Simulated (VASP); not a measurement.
# SnTe (CsCl type) (Pm-3m) in VASP: relaxation of cell and atoms with PBE

Aim: the relaxation of cell and atoms of SnTe (CsCl type) with PBE.

Program: VASP 6.6.1. These are calculated values, not measurements. Logs are shortened: lines on timing, memory, paths and dates and some standing lists are left out, and cuts for length are marked.

## Step 1: The cell of the first run

It takes space group Pm-3m (No. 221, cubic). Conventional cell: a = 3.542 Å, b = 3.542 Å, c = 3.542 Å, α = 90.00°, β = 90.00°, γ = 90.00°. Within 4.0 Å of Sn (site symmetry m-3m) lie 8 Te at 3.07 Å and 6 Sn at 3.54 Å. Te (site symmetry m-3m) has 8 Sn at 3.07 Å and 6 Te at 3.54 Å within 4.0 Å.

## Step 2: Relaxation of cell and atoms, PBE, target pressure 32 GPa, at which the enthalpy is minimised

File INCAR:

```
  ALGO = Normal
  EDIFF = 1E-6
  EDIFFG = -0.005
  ENCUT = 600
  GGA = PE
  IBRION = 2
  ISIF = 3
  ISMEAR = -1
  LASPH = True
  LCHARG = False
  LREAL = False
  LWAVE = False
  NELM = 60
  NSW = 60
  PREC = Accurate
  PSTRESS = 320.0
  SIGMA = 0.05
```

File KPOINTS:

```
k-points
0
Gamma
  13 13 13
```

File POSCAR:

```
SnTe
1.0
    3.5423499569      0.0000000000      0.0000000000
    0.0000000000      3.5423499569      0.0000000000
    0.0000000000      0.0000000000      3.5423499569
Sn Te
1 1
Direct
    0.0000000000      0.0000000000      0.0000000000
    0.5000000000      0.5000000000      0.5000000000
```

Potentials or basis: VASP PAW PBE potentials, release 64 (Sn_d, Te).

Run with:

```console
$ cat potpaw_PBE.64/Sn_d/POTCAR potpaw_PBE.64/Te/POTCAR > POTCAR
$ mpirun -np 1 vasp_std > vasp.out
```

OUTCAR:

```text
EDIFF = 1E-6
   EDIFFG = -0.005
   ENCUT = 600
   GGA = PE
   IBRION = 2
   ISIF = 3
   ISMEAR = -1
   LASPH = True
   LREAL = False
   NELM = 60
   NSW = 60
   PREC = Accurate
   PSTRESS = 320.0

 ion  position               nearest neighbor table
   1  0.000  0.000  0.000-   2 3.07   2 3.07   2 3.07   2 3.07   2 3.07   2 3.07   2 3.07   2 3.07

   2  0.500  0.500  0.500-   1 3.07   1 3.07   1 3.07   1 3.07   1 3.07   1 3.07   1 3.07   1 3.07

  LATTYP: Found a simple cubic cell.
 ALAT       =     3.5423499569

  Lattice vectors:

 A1 = (   3.5423499569,   0.0000000000,   0.0000000000)
 A2 = (   0.0000000000,   3.5423499569,   0.0000000000)
 A3 = (   0.0000000000,   0.0000000000,   3.5423499569)

Analysis of symmetry for initial positions (statically):
=====================================================================
 Subroutine PRICEL returns:
 Original cell was already a primitive cell.

 Routine SETGRP: Setting up the symmetry group for a
 simple cubic supercell.

 Subroutine GETGRP returns: Found 48 space group operations
 (whereof 48 operations were pure point group operations)
 out of a pool of 48 trial point group operations.

The static configuration has the point symmetry O_h .

Analysis of symmetry for dynamics (positions and initial velocities):
=====================================================================
 Subroutine PRICEL returns:
 Original cell was already a primitive cell.

 Routine SETGRP: Setting up the symmetry group for a
 simple cubic supercell.

 Subroutine GETGRP returns: Found 48 space group operations
 (whereof 48 operations were pure point group operations)
 out of a pool of 48 trial point group operations.

The dynamic configuration has the point symmetry O_h .

 Subroutine INISYM returns: Found 48 space group operations
 (whereof 48 operations are pure point group operations),
 and found     1 'primitive' translations

----------------------------------------------------------------------------------------

                                     Primitive cell

  volume of cell :      44.4503

  direct lattice vectors                    reciprocal lattice vectors
     3.542349957  0.000000000  0.000000000     0.282298478  0.000000000  0.000000000
     0.000000000  3.542349957  0.000000000     0.000000000  0.282298478  0.000000000
     0.000000000  0.000000000  3.542349957     0.000000000  0.000000000  0.282298478

[... 100 lines left out ...]
   IALGO  =     38    algorithm
   IMIX   =      4    mixing-type and parameters
     AMIX     =   0.40;   BMIX     =  1.00
     AMIX_MAG =   1.60;   BMIX_MAG =  1.00
  volume/ion in A,a.u.               =      22.23       149.98
  Fermi-wavevector in a.u.,A,eV,Ry     =   1.254469  2.370603 21.411396  1.573693
  Thomas-Fermi vector in A             =   2.388273
   LORBIT       =      0    0 simple, 1 ext, 2 COOP (PROOUT), +10 PAW based schemes
   GGA     = PE    functional components
   LHFCALC =     F    Hartree Fock is set to
   AEXX    =    0.0000 exact exchange contribution
   IVDW    =     0    specifies the selected vdW correction
   LEPSILON=     F    determine dielectric tensor
   LRPA    =     F    only Hartree local field effects (RPA)
 conjugate gradient relaxation of ions
 non-spin polarized calculation
  energy-cutoff  :      600.00
  volume of cell :       44.45
 maximum number of plane-waves:      1503
   NGX = 15   NGY = 15   NGZ = 15

--------------------------------------- Ionic step        1  -------------------------------------------

 number of electron      20.0000016 magnetization

 Free energy of the ion-electron system (eV)
  ---------------------------------------------------
  ext. energy  EPLUGINS =         0.00000000
  ---------------------------------------------------
  free energy    TOTEN  =        -6.33154792 eV

  energy without entropy =       -6.32477024  energy(sigma->0) =       -6.32815908

------------------------ aborting loop because EDIFF is reached ----------------------------------------

  FORCE on cell =-STRESS in cart. coord.  units (eV):
  Direction    XX          YY          ZZ          XY          YZ          ZX
  --------------------------------------------------------------------------------------
  -------------------------------------------------------------------------------------
  Total        6.2212922      6.2212922      6.2212922      0.0000000      0.0000000     -0.0000000
  in kB      224.2419128    224.2419128    224.2419128      0.0000000      0.0000000     -0.0000000
  external PRESSURE =     -95.7580872 kB  Pullay stress =     320.0000000 kB
[... 291 lines left out ...]
--------------------------------------- Ionic step        9  -------------------------------------------

 number of electron      19.9999992 magnetization

 Free energy of the ion-electron system (eV)
  ---------------------------------------------------
  ext. energy  EPLUGINS =         0.00000000
  ---------------------------------------------------
  free energy    TOTEN  =        -5.88068913 eV

  energy without entropy =       -5.87291578  energy(sigma->0) =       -5.87680245

 E-fermi :  12.2819     XC(G=0): -11.5731

 val. band max:       12.2547604591   @ k =   0.3846   0.3077   0.2308
 cond. band min:      12.2915591832   @ k =   0.4615   0.3846   0.3846
 fundamental gap:      0.0367987241
 Fermi energy:        12.2819332069

 k-point     1 :       0.0000    0.0000    0.0000
  band No.  band energies     occupation
      1      -9.6547      2.00000
      2      -9.6547      2.00000
      3      -9.5346      2.00000
      4      -9.5346      2.00000
      5      -9.5346      2.00000
      6      -3.1630      2.00000
      7       8.3246      2.00000
      8       9.4403      2.00000
      9       9.4403      2.00000
     10       9.4403      2.00000
     11      14.8662      0.00000
     12      14.8662      0.00000
     13      20.3455      0.00000
     14      20.3455      0.00000
[... 377 lines left out ...]
      1      -9.6308      2.00000
      2      -9.6057      2.00000
      3      -9.5687      2.00000
      4      -9.5585      2.00000
      5      -9.5117      2.00000
      6      -0.4278      2.00000
      7       3.5760      2.00000
      8       5.9906      2.00000
      9       9.1230      2.00000
     10      12.0915      1.95658
     11      15.0363      0.00000
     12      16.0153      0.00000
     13      17.2818      0.00000
     14      20.1208      0.00000

 [... further k-points ...]

------------------------ aborting loop because EDIFF is reached ----------------------------------------

  FORCE on cell =-STRESS in cart. coord.  units (eV):
  Direction    XX          YY          ZZ          XY          YZ          ZX
  --------------------------------------------------------------------------------------
  -------------------------------------------------------------------------------------
  Total        8.3413206      8.3413206      8.3413206      0.0000000      0.0000000     -0.0000000
  in kB      319.9304574    319.9304574    319.9304574      0.0000000      0.0000000     -0.0000000
  external PRESSURE =      -0.0695426 kB  Pullay stress =     320.0000000 kB
[... 21 lines left out ...]
  energy  without entropy=       -5.8729157776  energy(sigma->0) =       -5.87680245

  enthalpy is  TOTEN    =         2.4624445777 eV   P V=        8.3431337070

 reached required accuracy - stopping structural energy minimisation
```

OSZICAR:

```text
N       E                     dE             d eps       ncg     rms          rms(c)
DAV:   1     0.133639636408E+03    0.13364E+03   -0.10821E+04  2376   0.204E+03
DAV:   2     0.393676033664E+01   -0.12970E+03   -0.12748E+03  2508   0.432E+02
DAV:   3    -0.611804686198E+01   -0.10055E+02   -0.98425E+01  3060   0.993E+01
DAV:   4    -0.635400238601E+01   -0.23596E+00   -0.23524E+00  2758   0.160E+01
[... 65 lines left out ...]
   8 F= 0.24624453E+01 E0= 0.24663322E+01  d E =-.871443E-05
       N       E                     dE             d eps       ncg     rms          rms(c)
DAV:   1    -0.588069137468E+01    0.98238E-03   -0.49090E-05  2964   0.133E-01    0.884E-03
DAV:   2    -0.588068945469E+01    0.19200E-05   -0.28677E-06  1938   0.357E-02    0.379E-03
DAV:   3    -0.588068912935E+01    0.32534E-06   -0.12195E-06  1266   0.210E-02
   9 F= 0.24624446E+01 E0= 0.24663313E+01  d E =-.941554E-05
```

CONTCAR:

```text
SnTe
   1.00000000000000
     3.4697373618894125   -0.0000000000000000   -0.0000000000000000
     0.0000000000000000    3.4697373618894125   -0.0000000000000000
     0.0000000000000000    0.0000000000000000    3.4697373618894125
  Sn              Te
     1     1
Direct
     0.0000000000000000    0.0000000000000000    0.0000000000000000
     0.5000000000000000    0.5000000000000000    0.5000000000000000

  0.00000000E+00  0.00000000E+00  0.00000000E+00
  0.00000000E+00  0.00000000E+00  0.00000000E+00
```

It took 87 s on 1 thread of Intel Xeon 6975P-C (Granite Rapids), shared host; peak memory 0.22 GiB.

Results:

| Item | Value |
| --- | --- |
| Free energy | -5.8807 eV |
| Relaxed volume | 20.89 Å³/atom |
| Relaxed cell | a = 3.470 Å, b = 3.470 Å, c = 3.470 Å, α = 90.00°, β = 90.00°, γ = 90.00° |
| Space group after relaxing (to 0.05 Å) | Pm-3m (No. 221) |
| Energy change on relaxing (the enthalpy is what falls) | +225.4 meV/atom |
| Ionic steps | 9 |
| Pressure after relaxing | 32.0 GPa |
| Band gap on the k mesh | zero (band 10 reaches 13.64 eV, above the bottom of band 11 at 9.65 eV) |

Step by step:
| step | energy change (eV) | largest force (eV/Å) | pressure (GPa) | volume (Å³) |
| --- | --- | --- | --- | --- |
| 1 | 0.0000 | 0.0000 | 22.42 | 44.45 |
| 2 | 1.9716 | 0.0000 | 62.57 | 36.44 |
| 3 | 0.4263 | 0.0000 | 31.50 | 41.90 |
| 4 | 0.4473 | 0.0000 | 31.96 | 41.79 |
| 5 | 0.4577 | 0.0000 | 32.18 | 41.74 |
| 6 | 0.4334 | 0.0000 | 31.62 | 41.86 |
| 7 | 0.4517 | 0.0000 | 32.04 | 41.77 |
| 8 | 0.4499 | 0.0000 | 31.95 | 41.78 |
| 9 | 0.4509 | 0.0000 | 31.99 | 41.77 |

Final structure:
```
Sn Te
1.0
     3.46974    0.00000    0.00000
     0.00000    3.46974    0.00000
     0.00000    0.00000    3.46974
Sn Te
1 1
Direct
  0.00000 0.00000 0.00000
  0.50000 0.50000 0.50000
```

Levels at points of the mesh, in eV from the Fermi level:
| k point | band 6 | band 7 | band 8 | band 9 | band 10 | band 11 | band 12 | band 13 | band 14 |
| --- | --- | --- | --- | --- | --- | --- | --- | --- | --- |
| (0.00, 0.00, 0.00) | -15.44 | -3.96 | -2.84 | -2.84 | -2.84 | 2.58 | 2.58 | 8.06 | 8.06 |

Caveat: the cell is relaxed towards a set pressure, so the enthalpy falls and the energy may rise; spin-orbit coupling is left out, which moves the levels of the heavy elements.
